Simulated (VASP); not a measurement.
# Cu (P6_3/mmc) in VASP: a series of runs

Cu is run at these levels: PBEsol; tasks: single point.

Everything below comes from runs of VASP 6.6.1. Logs are shortened: lines on timing, memory, paths and dates and some standing lists are left out, and cuts for length are marked.

## (1) The cell of the first run

Symmetry: P6_3/mmc, No. 194, hexagonal system. Conventional cell: a = 2.521 Å, b = 2.521 Å, c = 4.117 Å, α = 90.00°, β = 90.00°, γ = 120.00°. Within 3.3 Å of Cu (site symmetry -6m2) lie 12 Cu at 2.52 Å.

## (2) Single point, PBEsol

INCAR

```
  ALGO = Fast
  EDIFF = 1E-6
  ENCUT = 520
  GGA = PS
  ISIF = 2
  ISMEAR = 0
  LASPH = T
  LCHARG = F
  LREAL = F
  LWAVE = F
  NBANDS = 18
  NELM = 100
  PREC = Accurate
  SIGMA = 0.1
```

KPOINTS

```
k-points
0
Gamma
  24 24 12
```

POSCAR

```
Cu
1.0
    2.5205910252      0.0000000000      0.0000000000
   -1.2602955126      2.1828958604      0.0000000000
    0.0000000000      0.0000000000      4.1165232675
Cu
2
Direct
    0.3333333333      0.6666666667      0.2500000000
    0.6666666667      0.3333333333      0.7500000000
```

Potentials or basis: VASP PAW PBE potentials, release 64 (Cu).

Started as:

```sh
$ cat potpaw_PBE.64/Cu/POTCAR > POTCAR
$ mpirun -np 1 vasp_std > vasp.out
```

OUTCAR:

```text
EDIFF = 1E-6
   ENCUT = 520
   GGA = PS
   ISIF = 2
   ISMEAR = 0
   LASPH = T
   LREAL = F
   NELM = 100
   PREC = Accurate

 ion  position               nearest neighbor table
   1  0.333  0.667  0.250-   2 2.52   2 2.52   2 2.52   2 2.52   2 2.52   2 2.52
   2  0.667  0.333  0.750-   1 2.52   1 2.52   1 2.52   1 2.52   1 2.52   1 2.52

  LATTYP: Found a hexagonal cell.
 ALAT       =     2.5205910252
 C/A-ratio  =     1.6331579484

  Lattice vectors:

 A1 = (   2.5205910252,   0.0000000000,   0.0000000000)
 A2 = (  -1.2602955126,   2.1828958604,   0.0000000000)
 A3 = (   0.0000000000,   0.0000000000,   4.1165232675)

Analysis of symmetry for initial positions (statically):
=====================================================================
 Subroutine PRICEL returns:
 Original cell was already a primitive cell.

 Routine SETGRP: Setting up the symmetry group for a
 hexagonal supercell.

 Subroutine GETGRP returns: Found 24 space group operations
 (whereof 12 operations were pure point group operations)
 out of a pool of 24 trial point group operations.

The static configuration has the point symmetry D_3d.
 The point group associated with its full space group is D_6h.

Analysis of symmetry for dynamics (positions and initial velocities):
=====================================================================
 Subroutine PRICEL returns:
 Original cell was already a primitive cell.

 Routine SETGRP: Setting up the symmetry group for a
 hexagonal supercell.

 Subroutine GETGRP returns: Found 24 space group operations
 (whereof 12 operations were pure point group operations)
 out of a pool of 24 trial point group operations.

The dynamic configuration has the point symmetry D_3d.
 The point group associated with its full space group is D_6h.

 Subroutine INISYM returns: Found 24 space group operations
 (whereof 12 operations are pure point group operations),
 and found     1 'primitive' translations

----------------------------------------------------------------------------------------

                                     Primitive cell

  volume of cell :      22.6499

  direct lattice vectors                    reciprocal lattice vectors
     2.520591025  0.000000000  0.000000000     0.396732350  0.229053529  0.000000000
    -1.260295513  2.182895860  0.000000000     0.000000000  0.458107058  0.000000000
     0.000000000  0.000000000  4.116523267     0.000000000  0.000000000  0.242923442

  length of vectors
     2.520591025  2.520591025  4.116523267     0.458107058  0.458107058  0.242923442

  position of ions in fractional coordinates (direct lattice)
     0.333333333  0.666666667  0.250000000
     0.666666667  0.333333333  0.750000000

  ion indices of the primitive-cell ions
   primitive index   ion index
                 1           1
                 2           2

----------------------------------------------------------------------------------------

 KPOINTS: k-points

Automatic generation of k-mesh.
 Grid dimensions read from file:
 generate k-points for:   24   24   12

 Generating k-lattice:

  Cartesian coordinates                     Fractional coordinates (reciprocal lattice)
     0.016530515  0.009543897  0.000000000     0.041666667  0.000000000  0.000000000
     0.000000000  0.019087794  0.000000000     0.000000000  0.041666667  0.000000000
     0.000000000  0.000000000  0.020243620     0.000000000  0.000000000  0.083333333

  Length of vectors
     0.019087794  0.019087794  0.020243620

  Shift w.r.t. Gamma in fractional coordinates (k-lattice)
     0.000000000  0.000000000  0.000000000

 Subroutine IBZKPT returns following result:
 ===========================================

 Found    427 irreducible k-points:

 Following reciprocal coordinates:
            Coordinates               Weight
  0.000000  0.000000  0.000000      1.000000
  0.041667 -0.000000  0.000000      6.000000
  0.083333 -0.000000  0.000000      6.000000
  0.125000 -0.000000  0.000000      6.000000
  0.166667  0.000000  0.000000      6.000000
  0.208333 -0.000000  0.000000      6.000000
[... 16 lines left out ...]
  0.416667  0.041667  0.000000     12.000000
  0.458333  0.041667  0.000000     12.000000
 [... further k-points ...]
   k-points           NKPTS =    427   k-points in BZ     NKDIM =    427   number of bands    NBANDS=     18
   number of dos      NEDOS =    301   number of ions     NIONS =      2
   total plane-waves  NPLWV =  12800
   dimension x,y,z NGX =    20 NGY =   20 NGZ =   32
   dimension x,y,z NGXF=    40 NGYF=   40 NGZF=   64
   ions per type =               2
   NGX,Y,Z   is equivalent  to a cutoff of  13.19, 13.19, 12.92 a.u.
   NGXF,Y,Z  is equivalent  to a cutoff of  26.38, 26.38, 25.85 a.u.
 SYSTEM =  unknown system
   PREC   = accura    normal or accurate (medium, high low for compatibility)
   ISTART =      0    job   : 0-new  1-cont  2-samecut
   ICHARG =      2    charge: 1-file 2-atom 10-const
   ISPIN  =      1    spin polarized calculation?
   LNONCOLLINEAR =      F non collinear calculations
   LSORBIT =      F    spin-orbit coupling
   LASPH  =      T    aspherical Exc in radial PAW
   ENCUT  =  520.0 eV  38.22 Ry    6.18 a.u.   4.69  4.69  7.65*2*pi/ulx,y,z
   NELM   =    100;   NELMIN=  2; NELMDL= -5     # of ELM steps
   EDIFF  = 0.1E-05   stopping-criterion for ELM
   LREAL  =      F    real-space projection
   EDIFFG = 0.1E-04   stopping-criterion for IOM
   NSW    =      0    number of steps for IOM
   IBRION =     -1    ionic relax: 0-MD 1-quasi-New 2-CG
   NFREE  =      0    steps in history (QN), initial steepest desc. (CG)
   ISIF   =      2    stress and relaxation
   ISYM   =      2    0-nonsym 1-usesym 2-fastsym
   POTIM  = 0.5000    time-step for ionic-motion
   TEBEG  =    0.0;   TEEND  =   0.0 temperature during run
   PSTRESS=    0.0 pullay stress
   NELECT =      22.0000    total number of electrons
   NUPDOWN=      -1.0000    fix difference up-down
   EMIN   =  10.00;   EMAX   =-10.00  energy-range for DOS
   EFERMI =   0.00;   METHOD = LEGACY
   ISMEAR =     0;   SIGMA  =   0.10  broadening in eV -4-tet -1-fermi 0-gaus
   EFERMI_NEDOS =   21; number of points for ismear=-14 and -15
   IALGO  =     68    algorithm
   IMIX   =      4    mixing-type and parameters
     AMIX     =   0.40;   BMIX     =  1.00
     AMIX_MAG =   1.60;   BMIX_MAG =  1.00
  volume/ion in A,a.u.               =      11.32        76.42
  Fermi-wavevector in a.u.,A,eV,Ry     =   1.621289  3.063792 35.763969  2.628578
  Thomas-Fermi vector in A             =   2.715089
   LORBIT       =      0    0 simple, 1 ext, 2 COOP (PROOUT), +10 PAW based schemes
   GGA     = PS    functional components
   LHFCALC =     F    Hartree Fock is set to
   AEXX    =    0.0000 exact exchange contribution
   IVDW    =     0    specifies the selected vdW correction
   LEPSILON=     F    determine dielectric tensor
   LRPA    =     F    only Hartree local field effects (RPA)
 non-spin polarized calculation
 RMM-DIIS sequential band-by-band and
 Gauss-broadening in eV      SIGMA  =   0.10
  energy-cutoff  :      520.00
  volume of cell :       22.65
 maximum number of plane-waves:       628
 NGX is ok and might be reduce to    20
   NGX =  9   NGY =  9   NGZ = 15

 number of electron      21.9999982 magnetization

 Free energy of the ion-electron system (eV)
  ---------------------------------------------------
  ext. energy  EPLUGINS =         0.00000000
  ---------------------------------------------------
  free energy    TOTEN  =        -8.60173073 eV

  energy without entropy =       -8.59918047  energy(sigma->0) =       -8.60045560

 E-fermi :   7.8992     XC(G=0): -13.1543

 val. band max:        7.8854974873   @ k =   0.2500   0.0833   0.3333
 cond. band min:       7.9143717316   @ k =   0.5000  -0.0000   0.0000
 fundamental gap:      0.0288742443
 Fermi energy:         7.8992113651

 k-point     1 :       0.0000    0.0000    0.0000
  band No.  band energies     occupation
      1      -1.7843      2.00000
      2       2.5932      2.00000
      3       4.7681      2.00000
      4       4.8325      2.00000
      5       4.8325      2.00000
      6       5.0555      2.00000
[... 10 lines left out ...]
     17      31.9478      0.00000
     18      32.0116      0.00000

 k-point     2 :       0.0417   -0.0000    0.0000
  band No.  band energies     occupation
      1      -1.7262      2.00000
      2       2.6278      2.00000
      3       4.7216      2.00000
      4       4.8545      2.00000
      5       4.8734      2.00000
      6       5.0440      2.00000
[... 10 lines left out ...]
     17      32.4475      0.00000
     18      32.7511      0.00000

 k-point     3 :       0.0833   -0.0000    0.0000
  band No.  band energies     occupation
      1      -1.5530      2.00000
      2       2.7278      2.00000
      3       4.6408      2.00000
      4       4.9192      2.00000
      5       4.9341      2.00000
      6       5.0173      2.00000
[... 10 lines left out ...]
     17      32.5682      0.00000
     18      32.9769      0.00000

 k-point     4 :       0.1250   -0.0000    0.0000
  band No.  band energies     occupation
      1      -1.2676      2.00000
      2       2.8818      2.00000
      3       4.5440      2.00000
      4       4.9335      2.00000
      5       4.9467      2.00000
      6       5.0239      2.00000
[... 10 lines left out ...]
     17      31.8713      0.00000
     18      33.0607      0.00000

 k-point     5 :       0.1667    0.0000    0.0000
  band No.  band energies     occupation
      1      -0.8755      2.00000
      2       3.0681      2.00000
      3       4.4415      2.00000
      4       4.6157      2.00000
      5       4.8748      2.00000
      6       5.1585      2.00000
[... 10 lines left out ...]
     17      30.0500      0.00000
     18      31.9678      0.00000

 k-point     6 :       0.2083   -0.0000    0.0000
  band No.  band energies     occupation
      1      -0.3861      2.00000
      2       3.2507      2.00000
      3       4.3158      2.00000
      4       4.3523      2.00000
      5       4.8167      2.00000
      6       5.1045      2.00000
[... 10 lines left out ...]
     17      28.2173      0.00000
     18      30.3964      0.00000

 k-point     7 :       0.2500   -0.0000    0.0000
  band No.  band energies     occupation
      1       0.1855      2.00000
      2       3.3795      2.00000
      3       4.0581      2.00000
      4       4.3015      2.00000
      5       4.7847      2.00000
      6       5.0257      2.00000
[... 10 lines left out ...]
     17      26.6624      0.00000
     18      29.1199      0.00000

 k-point     8 :       0.2917    0.0000    0.0000
  band No.  band energies     occupation
      1       0.8138      2.00000
      2       3.4182      2.00000
      3       3.8439      2.00000
      4       4.3006      2.00000
      5       4.8028      2.00000
      6       4.9507      2.00000
[... 10 lines left out ...]
     17      25.3483      0.00000
     18      28.3620      0.00000
[... 229 lines left out ...]
     17      26.3083      0.00000
     18      29.2037      0.00000

 k-point    20 :       0.2917    0.0417    0.0000
  band No.  band energies     occupation
      1       1.1734      2.00000
      2       3.4266      2.00000
      3       3.7518      2.00000
      4       4.2875      2.00000
      5       4.8356      2.00000
      6       4.8797      2.00000
[... 10 lines left out ...]
     17      24.7414      0.00000
     18      28.7175      0.00000

 k-point    21 :       0.3333    0.0417    0.0000
  band No.  band energies     occupation
      1       1.7961      2.00000
      2       3.3674      2.00000
      3       3.6039      2.00000
      4       4.3438      2.00000
      5       4.8249      2.00000
      6       4.9179      2.00000
[... 10 lines left out ...]
     17      23.1733      0.00000
     18      28.4070      0.00000

 k-point    22 :       0.3750    0.0417    0.0000
  band No.  band energies     occupation
      1       2.3230      2.00000
      2       3.2908      2.00000
      3       3.4950      2.00000
      4       4.4478      2.00000
      5       4.7838      2.00000
      6       4.9211      2.00000
[... 10 lines left out ...]
     17      21.7597      0.00000
     18      28.2015      0.00000

 k-point    23 :       0.4167    0.0417    0.0000
  band No.  band energies     occupation
      1       2.6863      2.00000
      2       3.2162      2.00000
      3       3.4234      2.00000
      4       4.5863      2.00000
      5       4.7573      2.00000
      6       4.8765      2.00000
[... 10 lines left out ...]
     17      21.0472      0.00000
     18      28.0745      0.00000

 k-point    24 :       0.4583    0.0417    0.0000
  band No.  band energies     occupation
      1       2.8740      2.00000
      2       3.1572      2.00000
      3       3.3880      2.00000
      4       4.6902      2.00000
      5       4.7448      2.00000
      6       4.8525      2.00000
[... 10 lines left out ...]
     17      20.8492      0.00000
     18      28.0135      0.00000

 [... further k-points ...]
[... 5 lines left out ...]
  --------------------------------------------------------------------------------------
  -------------------------------------------------------------------------------------
  Total        0.0795196      0.0795196      0.1776831      0.0000000      0.0000000      0.0000000
  in kB        5.6249537      5.6249537     12.5687114      0.0000000      0.0000000      0.0000000
  external PRESSURE =       7.9395396 kB  Pullay stress =       0.0000000 kB

 VOLUME and BASIS-vectors are now :
 -----------------------------------------------------------------------------
  energy-cutoff  :      520.00
  volume of cell :       22.65
      direct lattice vectors                 reciprocal lattice vectors
     2.520591025  0.000000000  0.000000000     0.396732350  0.229053529  0.000000000
    -1.260295513  2.182895860  0.000000000     0.000000000  0.458107058  0.000000000
     0.000000000  0.000000000  4.116523267     0.000000000  0.000000000  0.242923442

 POSITION                                       TOTAL-FORCE (eV/Angst)
 -----------------------------------------------------------------------------------
     -0.00000      1.45526      1.02913         0.000000      0.000000      0.000000
      1.26030      0.72763      3.08739        -0.000000     -0.000000      0.000000
 -----------------------------------------------------------------------------------
    total drift:                               -0.000000      0.000000     -0.000000

  FREE ENERGIE OF THE ION-ELECTRON SYSTEM (eV)
  ---------------------------------------------------
  free  energy   TOTEN  =        -8.6017307326 eV

  energy  without entropy=       -8.5991804663  energy(sigma->0) =       -8.60045560
```

It took 74 s on 1 thread of AMD EPYC 9R45 (Zen 5), shared host; peak memory 0.22 GiB.

What came out:

| Property | Result |
| --- | --- |
| Free energy | -8.6017 eV |
| Pressure | 0.8 GPa |
| Band gap on the k mesh | zero (band 11 reaches 12.05 eV, above the bottom of band 12 at 5.92 eV) |

Stress tensor (GPa, compression positive):
```
0.56 0.00 0.00
0.00 0.56 0.00
0.00 0.00 1.26
```

Levels at points of the mesh, in eV from the Fermi level:
| k point | band 9 | band 10 | band 11 | band 12 | band 13 | band 14 |
| --- | --- | --- | --- | --- | --- | --- |
| (0.00, 0.00, 0.00) | -2.54 | -1.74 | -1.74 | -1.13 | 3.98 | 21.71 |
| (0.50, 0.00, 0.00) | -1.59 | -1.54 | 0.02 | 1.66 | 7.95 | 8.36 |
| (0.00, 0.00, 0.50) | -1.98 | -1.98 | -1.98 | -1.98 | 12.80 | 12.80 |
| (0.50, 0.00, 0.50) | -1.58 | -1.58 | 0.45 | 0.45 | 5.08 | 5.08 |

Caveat: the PAW data sets were made with another functional, which shifts forces and pressure a little.

(Continued in part 2 of 2.)
